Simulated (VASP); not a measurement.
# H2CI2 in VASP: a series of runs

H2CI2 is run at these levels: PBE+D3(BJ); tasks: single point.

All numbers are computed with VASP 6.6.1; they aren't measurements. Logs are shortened: lines on timing, memory, paths and dates and some standing lists are left out, and cuts for length are marked.

### Step 1. The cell of the first run

It takes space group Fmm2 (No. 42, orthorhombic). Conventional cell: a = 7.182 Å, b = 12.912 Å, c = 4.693 Å, α = 90.00°, β = 90.00°, γ = 90.00°. Within 1.4 Å of H (site symmetry m) lie 1 C at 1.01 Å. C (site symmetry mm2) has 2 H at 1.01 Å within 1.4 Å. Within 2.8 Å of I (site symmetry m) lie 1 C at 2.12 Å and 2 H at 2.63 Å.

### Step 2. Single point, PBE+D3(BJ)

The input, INCAR:

```
ALGO = Normal
EDIFF = 1E-6
ENCUT = 600
GGA = PE
GGA_COMPAT = False
ISIF = 2
ISMEAR = 0
IVDW = 12
LASPH = True
LCHARG = False
LREAL = False
LWAVE = False
NBANDS = 18
NELM = 120
PREC = Accurate
SIGMA = 0.01
```

The input, KPOINTS:

```
k-points
0
Gamma
  3 3 3
```

The input, POSCAR:

```
H2CI2
1.0
    0.0000000000      6.4560000000      2.3465000000
    3.5909500000      0.0000000000      2.3465000000
    3.5909500000      6.4560000000      0.0000000000
H C I
2 1 2
Direct
    0.7537900000      0.9786100000      0.2462100000
    0.9786100000      0.7537900000      0.0213900000
    0.9955200000      0.9955200000      0.0044800000
    0.3808600000      0.1072400000      0.8927600000
    0.1072400000      0.3808600000      0.6191400000
```

Potentials or basis: VASP PAW PBE potentials, release 64 (H, C, I).

Started as:

```console
cat potpaw_PBE.64/H/POTCAR potpaw_PBE.64/C/POTCAR potpaw_PBE.64/I/POTCAR > POTCAR
mpirun -np 1 vasp_std > vasp.out
```

OUTCAR:

```text
EDIFF = 1E-6
   ENCUT = 600
   GGA = PE
   ISIF = 2
   ISMEAR = 0
   IVDW = 12
   LASPH = True
   LREAL = False
   NELM = 120
   PREC = Accurate
 IVDW          = 12

 ion  position               nearest neighbor table
   1  0.754  0.979  0.246-   3 1.01
   2  0.979  0.754  0.021-   3 1.01
   3  0.996  0.996  0.004-   1 1.01   2 1.01   4 2.12   5 2.12
   4  0.381  0.107  0.893-   3 2.12   5 3.53
   5  0.107  0.381  0.619-   3 2.12   4 3.53

  LATTYP: Found a face centered orthorhombic cell.
 ALAT       =     4.6930000000
 B/A-ratio  =     1.5303430641
 C/A-ratio  =     2.7513317707

  Lattice vectors:

 A1 = (   3.5909500000,   6.4560000000,   0.0000000000)
 A2 = (   0.0000000000,   6.4560000000,   2.3465000000)
 A3 = (   3.5909500000,   0.0000000000,   2.3465000000)

Analysis of symmetry for initial positions (statically):
=====================================================================
 Subroutine PRICEL returns:
 Original cell was already a primitive cell.

 Routine SETGRP: Setting up the symmetry group for a
 face centered orthorhombic supercell.

 Subroutine GETGRP returns: Found  4 space group operations
 (whereof  4 operations were pure point group operations)
 out of a pool of  8 trial point group operations.

The static configuration has the point symmetry C_2v.

Analysis of symmetry for dynamics (positions and initial velocities):
=====================================================================
 Subroutine PRICEL returns:
 Original cell was already a primitive cell.

 Routine SETGRP: Setting up the symmetry group for a
 face centered orthorhombic supercell.

 Subroutine GETGRP returns: Found  4 space group operations
 (whereof  4 operations were pure point group operations)
 out of a pool of  8 trial point group operations.

The dynamic configuration has the point symmetry C_2v.

 Subroutine INISYM returns: Found  4 space group operations
 (whereof  4 operations are pure point group operations),
 and found     1 'primitive' translations

----------------------------------------------------------------------------------------

                                     Primitive cell

  volume of cell :     108.7986

  direct lattice vectors                    reciprocal lattice vectors
     0.000000000  6.456000000  2.346500000    -0.139238920  0.077447336  0.213083316
[... 76 lines left out ...]
   LREAL  =      F    real-space projection
   EDIFFG = 0.1E-04   stopping-criterion for IOM
   NSW    =      0    number of steps for IOM
   IBRION =     -1    ionic relax: 0-MD 1-quasi-New 2-CG
   NFREE  =      0    steps in history (QN), initial steepest desc. (CG)
   ISIF   =      2    stress and relaxation
   ISYM   =      2    0-nonsym 1-usesym 2-fastsym
   POTIM  = 0.5000    time-step for ionic-motion
   TEBEG  =    0.0;   TEEND  =   0.0 temperature during run
   PSTRESS=    0.0 pullay stress
   NELECT =      20.0000    total number of electrons
   NUPDOWN=      -1.0000    fix difference up-down
   EMIN   =  10.00;   EMAX   =-10.00  energy-range for DOS
   EFERMI =   0.00;   METHOD = LEGACY
   ISMEAR =     0;   SIGMA  =   0.01  broadening in eV -4-tet -1-fermi 0-gaus
   EFERMI_NEDOS =   21; number of points for ismear=-14 and -15
   IALGO  =     38    algorithm
   IMIX   =      4    mixing-type and parameters
     AMIX     =   0.40;   BMIX     =  1.00
     AMIX_MAG =   1.60;   BMIX_MAG =  1.00
  volume/ion in A,a.u.               =      21.76       146.84
  Fermi-wavevector in a.u.,A,eV,Ry     =   0.930844  1.759041 11.789054  0.866471
  Thomas-Fermi vector in A             =   2.057275
   LORBIT       =      0    0 simple, 1 ext, 2 COOP (PROOUT), +10 PAW based schemes
   GGA     = PE    functional components
   LHFCALC =     F    Hartree Fock is set to
   AEXX    =    0.0000 exact exchange contribution
   IVDW    =    12    specifies the selected vdW correction
   LEPSILON=     F    determine dielectric tensor
   LRPA    =     F    only Hartree local field effects (RPA)
 non-spin polarized calculation
 Gauss-broadening in eV      SIGMA  =   0.01
  energy-cutoff  :      600.00
  volume of cell :      108.80
 maximum number of plane-waves:      3664
   NGX = 27   NGY = 17   NGZ = 29

 number of electron      19.9999999 magnetization

 Free energy of the ion-electron system (eV)
  ---------------------------------------------------
  ext. energy  EPLUGINS =         0.00000000
  ---------------------------------------------------
  free energy    TOTEN  =       -18.26621701 eV

  energy without entropy =      -18.26621701  energy(sigma->0) =      -18.26621701

 E-fermi :   1.7410     XC(G=0):  -7.9591

 val. band max:        1.6580458687   @ k =   0.0000   0.0000   0.0000
 cond. band min:       4.6724850832   @ k =   0.3333   0.0000   0.3333
 fundamental gap:      3.0144392144
 Fermi energy:         1.7410237038

 k-point     1 :       0.0000    0.0000    0.0000
  band No.  band energies     occupation
      1     -12.6667      2.00000
      2     -10.0527      2.00000
      3      -8.6214      2.00000
      4      -3.7920      2.00000
      5      -3.1750      2.00000
      6      -1.6295      2.00000
[... 145 lines left out ...]
      5      -3.0373      2.00000
      6      -2.1799      2.00000
[... 10 lines left out ...]
     17      11.2007      0.00000
     18      11.2211      0.00000

------------------------ aborting loop because EDIFF is reached ----------------------------------------

 Edisp (eV)   -0.78302

 E8    (eV) :    -0.3110

  FORCE on cell =-STRESS in cart. coord.  units (eV):
  Direction    XX          YY          ZZ          XY          YZ          ZX
  --------------------------------------------------------------------------------------
  -------------------------------------------------------------------------------------
  Total       5.09474     1.00703     2.47786     0.00000     0.00000     0.00000
  in kB      75.02561    14.82958    36.48918     0.00000     0.00000     0.00000
  external pressure =       42.11 kB  Pullay stress =        0.00 kB

 VOLUME and BASIS-vectors are now :
 -----------------------------------------------------------------------------
  energy-cutoff  :      600.00
  volume of cell :      108.80
      direct lattice vectors                 reciprocal lattice vectors
     0.000000000  6.456000000  2.346500000    -0.139238920  0.077447336  0.213083316
     3.590950000  0.000000000  2.346500000     0.139238920 -0.077447336  0.213083316
     3.590950000  6.456000000  0.000000000     0.139238920  0.077447336 -0.213083316

 POSITION                                       TOTAL-FORCE (eV/Angst)
 -----------------------------------------------------------------------------------
      4.39827      6.45600      4.06508         3.106145      0.000000     -1.726643
      2.78363      6.45600      4.06508        -3.106145      0.000000     -1.726643
      3.59095      6.45600      4.67198         0.000000      0.000000      3.077191
      3.59095      8.22249      1.14533         0.000000      0.389943      0.188047
      3.59095      4.68951      1.14533         0.000000     -0.389943      0.188047
 -----------------------------------------------------------------------------------
    total drift:                               -0.000001     -0.000003      0.000383

  FREE ENERGIE OF THE ION-ELECTRON SYSTEM (eV)
  ---------------------------------------------------
  free  energy   TOTEN  =       -19.0492341834 eV

  energy  without entropy=      -19.0492341834  energy(sigma->0) =      -19.04923418
```

stdout:

```text
POSCAR found type information on POSCAR H C I
 POSCAR found :  3 types and       5 ions
 scaLAPACK will be used
 LDA part: xc-table for (Slater+PW92), standard interpolation
 POSCAR, INCAR and KPOINTS ok, starting setup
 FFT: planning ... GRIDC
 FFT: planning ... GRID_SOFT
 FFT: planning ... GRID
 WAVECAR not read
 entering main loop
```

Wall time 24 s (1 thread of Intel Xeon 6975P-C (Granite Rapids), shared host); peak memory 0.34 GiB.

What came out:

```
Free energy                : -19.0492 eV
Pressure                   : 4.2 GPa
Largest force              : 3.554 eV/Å
Band gap on the k mesh     : 3.01 eV, indirect (least direct gap 3.06 eV)
Dispersion energy per atom : -0.157 eV
```

Forces in eV/Å, atoms in the order of the input:
```
H    3.106  0.000 -1.727
H   -3.106  0.000 -1.727
C    0.000  0.000  3.077
I    0.000  0.390  0.188
I    0.000 -0.390  0.188
```

Stress tensor (GPa, compression positive):
```
7.50 0.00 0.00
0.00 1.48 0.00
0.00 0.00 3.65
```

Caveat: the k points lie up to 0.56 Å⁻¹ apart; three body term missing; spin-orbit coupling is left out, which moves the levels of the heavy elements; forces of over 1 eV/Å act on the atoms, so gaps and moduli don't describe the material at rest. A k mesh can miss the band edges.

### Step 3. Single point, PBE+D3(BJ)

The input, INCAR:

```
PREC = Accurate
ENCUT = 600
EDIFF = 1E-6
ISMEAR = 0
SIGMA = 0.01
LREAL = False
LASPH = True
NELM = 120
ALGO = Normal
ISIF = 2
LWAVE = False
LCHARG = True
GGA = PE
IVDW = 12
LELF = True
LVHAR = True
NBANDS = 18
GGA_COMPAT = False
```

The input, KPOINTS:

```
regular mesh
0
Gamma
  3 3 3
```

POSCAR: that of step 2 with these lines changed.

```diff
@@ -8,3 +8,3 @@
 Direct
-    0.7537900000      0.9786100000      0.2462100000
+    0.7580516663      0.9828716663      0.2419483337
     0.9786100000      0.7537900000      0.0213900000
```

Potentials or basis: VASP PAW PBE potentials, release 64 (H, C, I).

Started as:

```console
cat potpaw_PBE.64/H/POTCAR potpaw_PBE.64/C/POTCAR potpaw_PBE.64/I/POTCAR > POTCAR
mpirun -np 1 vasp_std > vasp.out
```

Run time: 24 s. Hardware: 1 thread of Intel Xeon 6975P-C (Granite Rapids), shared host; peak memory 0.34 GiB.

It converged, with:

```yaml
Free_energy: -19.0110 eV
Pressure: 4.5 GPa
Largest_force: 4.161 eV/Å
Band_gap_on_the_k_mesh: 3.02 eV, indirect (least direct gap 3.06 eV)
Dispersion_energy_per_atom: -0.157 eV
```

Forces on the atoms (eV/Å):
```
H    3.597  0.000 -2.093
H   -3.069  0.000 -1.751
C   -0.505  0.000  3.441
I   -0.012  0.400  0.201
I   -0.012 -0.400  0.201
```

Stress tensor (GPa, compression positive):
```
 8.05  0.00 -0.41
 0.00  1.54  0.00
-0.41  0.00  3.99
```

Levels at points of the mesh, in eV from the valence-band top:
| k point | band 8 | band 9 | band 10 | band 11 | band 12 | band 13 |
| --- | --- | --- | --- | --- | --- | --- |
| (0.00, 0.00, 0.00) | -0.23 | -0.10 | 0.00 | 3.06 | 4.89 | 5.40 |

Caveat: the k points lie up to 0.56 Å⁻¹ apart; three body term missing; spin-orbit coupling is left out, which moves the levels of the heavy elements; forces of over 1 eV/Å act on the atoms, so gaps and moduli don't describe the material at rest. A k mesh can miss the band edges.
